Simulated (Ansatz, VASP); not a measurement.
# One calculation of MgI2, two programs

INCAR

```
ALGO = Normal
EDIFF = 1E-6
ENCUT = 520
GGA = PE
ISIF = 2
ISMEAR = 0
IVDW = 12
LASPH = True
LCHARG = True
LELF = True
LREAL = False
LVHAR = True
LWAVE = False
NBANDS = 15
NELM = 100
PREC = Accurate
SIGMA = 0.05
```

File KPOINTS:

```
k-points
0
Gamma
  6 6 4
```

Contents of POSCAR:

```
MgI2
1.0
    4.1537001214      0.0000000000      0.0000000000
   -2.0768500607      3.5972098248      0.0000000000
    0.0000000000      0.0000000000      6.5875200000
Mg I
1 2
Direct
    0.0000000000      0.0000000000      0.0000000000
    0.3333333333      0.6666666667      0.7576300000
    0.6666666667      0.3333333333      0.2423700000
```

Input for Ansatz:

```yaml
crystal:
  lattice:
    - [4.1537001214, 0.0, 0.0]
    - [-2.0768500607, 3.5972098248, 0.0]
    - [0.0, 0.0, 6.58752]
  atoms:
    - { symbol: Mg, position: [0.0, 0.0, 0.0] }
    - { symbol: I, position: [0.3333333333, 0.6666666667, 0.75763] }
    - { symbol: I, position: [0.6666666667, 0.3333333333, 0.24237] }
basis:
  ecutwfc: 420
kpoints:
  mp_grid: { grid: [6, 6, 4] }
hamiltonian:
  xc: pbe
  dispersion: d3bj
scf:
  occupations: { method: gaussian, width: 0.05 }
output:
  forces: true
  stress: true
  eigenvalues: true
```

Change from the starting cell: strain +0.000 along x and y, -0.040 along z, atoms carried along.

Alike in both runs: task single point; functional PBE; dispersion D3(BJ); k mesh 6 × 6 × 4; occupations gaussian, width 0.05 eV; no spin polarisation.

```csv
,VASP,Ansatz
version,VASP 6.6.1,Ansatz 0.2.0
potentials or method,"VASP PAW PBE potentials, release 64 (Mg, I), cutoff 520 eV","scalar-relativistic, plane waves, PAW"
valence electrons in the cell,16,44
```

```tsv
	VASP	Ansatz	Ansatz less VASP
gap on the k mesh at the Fermi level (eV)	3.32	3.33	+0.019
least direct gap on the mesh (eV)	3.58	3.60	+0.017
pressure (GPa)	1.0	1.1	+0.06
traceless stress, the component that is largest in VASP (GPa)	1.03	1.03	-0.008
rms of the force components (eV/Å)	0.159	0.163	+0.0043
```

Atom by atom the forces differ by 0.004 eV/Å (rms over components). VASP's potentials hold 16 valence electrons a cell and Ansatz's 44, so a difference there can come from the potentials and not from the codes.

Neither program's run includes spin-orbit coupling.
